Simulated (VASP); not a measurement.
# AlAu: single point with LDA

Crystal: AlAu.

```
Al Au
1.0
     3.28717    0.00000    0.00000
     0.00000    3.28717    0.00000
     0.00000    0.00000    3.28717
Al Au
1 1
Direct
  0.00000 0.00000 0.00000
  0.50000 0.50000 0.50000
```

```
Program             : VASP 6.6.1
Task                : single point
Functional          : LDA
Potentials or basis : VASP PAW LDA potentials, release 64 (Al, Au)
Cutoff              : 520 eV
k mesh              : 9 × 9 × 9
Occupations         : methfessel-paxton, width 0.1 eV
Spin                : no spin polarisation
```

```json
{"Pressure": "-11.8 GPa", "Band gap on the k mesh": "zero (band 7 reaches 11.33 eV, above the bottom of band 8 at 7.70 eV)"}
```

Levels at points of the mesh, in eV from the Fermi level:
| k point | band 5 | band 6 | band 7 | band 8 | band 9 | band 10 |
| --- | --- | --- | --- | --- | --- | --- |
| (0.00, 0.00, 0.00) | -4.33 | -4.33 | 2.96 | 2.96 | 2.96 | 6.07 |

Run time: 4.9 s on 1 thread of AMD EPYC 9R45 (Zen 5) (shared host), peak memory 0.1 GiB.

Caveat: spin-orbit coupling is left out, which moves the levels of the heavy elements.
